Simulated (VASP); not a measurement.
Input of a VASP 6.6.1 run:

INCAR

```
PREC     = Accurate       # precision mode
ENCUT    = 520            # plane-wave cutoff, eV
EDIFF    = 1E-8           # SCF threshold, eV
ISMEAR   = -1             # smearing method
SIGMA    = 0.08           # smearing width, eV
LREAL    = F              # projectors in reciprocal space
LASPH    = T              # aspherical terms in the spheres
NELM     = 80             # most SCF steps
ALGO     = Normal         # electronic algorithm
ISIF     = 2              # what is computed and relaxed
LWAVE    = F              # write WAVECAR
LCHARG   = F              # write CHGCAR
GGA      = PE             # functional
LEFG     = T            
NBANDS   = 33             # bands
```

File KPOINTS:

```
Automatic mesh
0
Gamma
  13 13 13
```

File POSCAR:

```
TiO2
1.0
   -1.9050334778      1.9050334778      4.7885042294
    1.9050334778     -1.9050334778      4.7885042294
    1.9050334778      1.9050334778     -4.7885042294
Ti O
2 4
Direct
    0.0000000000      0.0000000000      0.0000000000
    0.7500000000      0.2500000000      0.5000000000
    0.2066000000      0.2066000000      0.0000000000
    0.9566000000      0.4566000000      0.5000000000
    0.5434000000      0.0434000000      0.5000000000
    0.7934000000      0.7934000000      0.0000000000
```

Potentials or basis: VASP PAW PBE potentials, release 64 (Ti_sv, O).

Run with:

```console
$ cat potpaw_PBE.64/Ti_sv/POTCAR potpaw_PBE.64/O/POTCAR > POTCAR
$ mpirun -np 1 vasp_std > vasp.out
```

Question: Predict the band gap on the k mesh.

Answer: 2.11 eV (least direct gap 2.40 eV).

Question: What does it give for the largest force?

Answer: 0.230 eV/Å.

Question: Predict the pressure.

Answer: 2.2 GPa.

Electric field gradients, principal values (V/Å²):
```csv
atom,least,middle,greatest (by size)
1 Ti,0.957,0.957,-1.914
2 Ti,0.957,0.957,-1.914
3 O,-8.384,-9.944,18.328
4 O,-8.384,-9.944,18.328
5 O,-8.384,-9.944,18.328
6 O,-8.384,-9.944,18.328
```

Caveat: without QUAD_EFG the Cq values of the log hold for a quadrupole moment of 1 mb, not for the nuclei; an odd mesh through Γ misses points on the zone boundary, where band edges can lie.
